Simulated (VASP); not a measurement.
A run of VASP 6.6.1:

File INCAR:

```
PREC = Accurate
ENCUT = 500
EDIFF = 1E-6
ISMEAR = -1
SIGMA = 0.1
LREAL = False
LASPH = True
NELM = 120
ALGO = Normal
ISIF = 2
LWAVE = False
LCHARG = False
GGA = PS
NBANDS = 11
GGA_COMPAT = False
```

File KPOINTS:

```
regular mesh
0
Gamma
  15 15 15
```

Contents of POSCAR:

```
BP
1.0
    0.0000000000      1.9224815041      1.9224815041
    1.9224815041      0.0000000000      1.9224815041
    1.9224815041      1.9224815041      0.0000000000
B P
1 1
Direct
    0.0000000000      0.0000000000      0.0000000000
    0.5000000000      0.5000000000      0.5000000000
```

Potentials or basis: VASP PAW PBE potentials, release 64 (B, P).

Command:

```console
$ cat potpaw_PBE.64/B/POTCAR potpaw_PBE.64/P/POTCAR > POTCAR
$ mpirun -np 1 vasp_std > vasp.out
```

Hardware: 1 thread of Intel Xeon 8259CL, on a shared host.

Task: Estimate the wall time of this run.

Result: Run time: 30 s on 1 thread of Intel Xeon 8259CL, with other jobs on the host, peak memory 0.13 GiB. Counts: scf iterations 11, k points 120.
